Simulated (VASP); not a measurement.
Wanted: the native input for a VASP 6.6.1 run.

```yaml
Task: single point
Functional: PBE
Potentials_or_basis: VASP PAW PBE potentials, release 64 (Zr_sv, B)
Cutoff: 520 eV
k_mesh: 10 × 10 × 8
Occupations: gaussian, width 0.013 eV
Spin: no spin polarisation
Dipole_correction: no
Further_INCAR_settings: ALGO = Normal; EDIFF = 1e-07; NBANDS = 16
```

The structure of ZrB2 lies in POSCAR:

```
ZrB2
1.0
    3.1700000000      0.0000000000      0.0000000000
   -1.5850000000      2.7453005300      0.0000000000
    0.0000000000      0.0000000000      3.5330000000
Zr B
1 2
Direct
    0.0000000000      0.0000000000      0.0000000000
    0.6666666667      0.3333333333      0.5000000000
    0.3333333333      0.6666666667      0.5000000000
```

The input as run:

INCAR

```
PREC = Accurate
ENCUT = 520
EDIFF = 1E-7
ISMEAR = 0
SIGMA = 0.013000000000000001
LREAL = F
LASPH = T
NELM = 60
ALGO = Normal
ISIF = 2
LWAVE = F
LCHARG = F
GGA = PE
NBANDS = 16
```

KPOINTS

```
Automatic mesh
0
Gamma
  10 10 8
```

Potentials or basis: VASP PAW PBE potentials, release 64 (Zr_sv, B).

Command:

```console
$ cat potpaw_PBE.64/Zr_sv/POTCAR potpaw_PBE.64/B/POTCAR > POTCAR
$ mpirun -np 1 vasp_std > vasp.out
```

It gave:

The pressure is 0.9 GPa. The band gap on the k mesh is zero (band 9 reaches 11.10 eV, above the bottom of band 10 at 10.29 eV).

Wall time 22 s on 1 thread of AMD EPYC 7R13 Processor (Zen 3), on a shared host, peak memory 0.13 GiB.
